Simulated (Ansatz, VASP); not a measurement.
**One calculation of BaTe, two programs**

POSCAR

```
BaTe
1.0
    0.0000000000      3.9141586662      3.9141586662
    3.9141586662      0.0000000000      3.9141586662
    3.9141586662      3.9141586662      0.0000000000
Ba Te
1 1
Direct
    0.0000000000      0.0000000000      0.0000000000
    0.2500000000      0.2500000000      0.2500000000
```

Contents of INCAR.step1:

```
PREC = Accurate
ENCUT = 520
ISMEAR = 0
SIGMA = 0.01
LREAL = F
LASPH = T
NELM = 100
NBANDS = 15
GGA = PE
ALGO = Normal
EDIFF = 1E-4
LWAVE = T
LCHARG = F
```

File INCAR.step2:

```
PREC = Accurate
ENCUT = 520
EDIFF = 1E-7
ISMEAR = 0
SIGMA = 0.01
LREAL = F
LASPH = T
NELM = 100
ALGO = Normal
ISIF = 2
LWAVE = F
LCHARG = F
METAGGA = R2SCAN
LMIXTAU = T
NBANDS = 15
ISTART = 1
```

File KPOINTS:

```
Automatic mesh
0
Gamma
  4 4 4
```

Input for Ansatz:

```yaml
crystal:
  lattice:
    - [0.0, 3.9141586662, 3.9141586662]
    - [3.9141586662, 0.0, 3.9141586662]
    - [3.9141586662, 3.9141586662, 0.0]
  atoms:
    - { symbol: Ba, position: [0.0, 0.0, 0.0] }
    - { symbol: Te, position: [0.25, 0.25, 0.25] }
kpoints:
  mp_grid: { grid: [4, 4, 4] }
hamiltonian:
  xc: r2scan
scf:
  occupations: { method: fixed }
output:
  optics:
    e_range: [0, 10]
    de: 0.2
    sigma: 0.4
    scissors: 1.5
    scheme: fermi_dirac
    bands: { spectra_wanted_up_to: 10 }
```

Alike in both runs: task single point; functional r2SCAN; k mesh 4 × 4 × 4; no spin polarisation.

```csv
,VASP,Ansatz
version,VASP 6.6.1,Ansatz 0.2.0
potentials or method,"VASP PAW PBE potentials, release 64 (Ba_sv, Te)","plane waves, PAW"
plane-wave cutoff (eV),520,500
occupations,"gaussian, width 0.01 eV",fixed
valence electrons in the cell,16,26
```

```csv
,VASP,Ansatz,Ansatz less VASP
gap on the k mesh at the Fermi level (eV),2.95,2.94,-0.008
```

VASP's potentials were made for PBE, not for r2SCAN. VASP's potentials hold 16 valence electrons a cell and Ansatz's 26, so a difference there can come from the potentials and not from the codes.

Neither program's run includes spin-orbit coupling.
